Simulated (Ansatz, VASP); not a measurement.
**SnTe: VASP beside Ansatz**

INCAR

```
PREC     = Accurate       # precision mode
ENCUT    = 520            # plane-wave cutoff, eV
EDIFF    = 1E-6           # SCF threshold, eV
ISMEAR   = -1             # smearing method
SIGMA    = 0.05           # smearing width, eV
LREAL    = F              # projectors in reciprocal space
LASPH    = T              # aspherical terms in the spheres
NELM     = 150            # most SCF steps
ALGO     = Normal         # electronic algorithm
ISIF     = 2              # what is computed and relaxed
LWAVE    = F              # write WAVECAR
LCHARG   = T              # write CHGCAR
MAGMOM   = 0 0 0 0 0 0    # initial moments
LORBIT   = 11             # projections on sites
LSORBIT  = T              # spin-orbit coupling
GGA_COMPAT= F            
LORBMOM  = T            
GGA      = PE             # functional
LVHAR    = T            
NBANDS   = 32             # bands
```

Contents of KPOINTS:

```
regular mesh
0
Gamma
  5 5 5
```

File POSCAR:

```
SnTe
1.0
    0.0000000000      3.6111460000      3.6111460000
    3.6111460000      0.0000000000      3.6111460000
    3.6111460000      3.6111460000      0.0000000000
Te Sn
1 1
Direct
    0.2500000000      0.2500000000      0.2500000000
    0.0000000000      0.0000000000      0.0000000000
```

input.yaml

```yaml
crystal:
  lattice:
    - [0.0, 3.611146, 3.611146]
    - [3.611146, 0.0, 3.611146]
    - [3.611146, 3.611146, 0.0]
  atoms:
    - { symbol: Te, position: [0.25, 0.25, 0.25] }
    - { symbol: Sn, position: [0.0, 0.0, 0.0] }
hamiltonian:
  xc: pbe
  pseudopotentials: { kind: paw_fr }
magnetization:
  noncollinear: true
  spin_orbit: true
kpoints:
  mp_grid: { grid: [5, 5, 5] }
  band_path:
    path:
      - [[0.0, 0.0, 0.0], [0.5, 0.0, 0.5], [0.5, 0.25, 0.75], [0.375, 0.375, 0.75], [0.0, 0.0, 0.0], [0.5, 0.5, 0.5], [0.625, 0.25, 0.625], [0.5, 0.25, 0.75], [0.5, 0.5, 0.5], [0.375, 0.375, 0.75]]
      - [[0.625, 0.25, 0.625], [0.5, 0.0, 0.5]]
    npoints: 14
scf:
  occupations: { method: fermi_dirac, width: 0.05 }
  n_extra_bands: 6
output:
  forces: true
  stress: true
  eigenvalues: true
  fatbands: false
```

Alike in both runs: functional PBE; k mesh 5 × 5 × 5; occupations fermi-dirac, width 0.05 eV; non-collinear spin, spin-orbit coupling.

|  | VASP | Ansatz |
| --- | --- | --- |
| version | VASP 6.6.1 | Ansatz 0.2.0 |
| potentials or method | VASP PAW PBE potentials, release 64 (Te, Sn_d) | Ansatz PAW |
| plane-wave cutoff (eV) | 520 | 420 |
| valence electrons in the cell | 20 | 30 |
| task | single point | band structure |

|  | VASP | Ansatz | Ansatz less VASP |
| --- | --- | --- | --- |
| pressure (GPa) | 0.0 | 0.0 | 0.00 |
| net moment per atom (μB) | 0.00 | 0.00 | 0.000 |

With one functional, cell and mesh, what is left measures potentials, basis and numerics. VASP's potentials hold 20 valence electrons a cell and Ansatz's 30, so a difference there can come from the potentials and not from the codes.
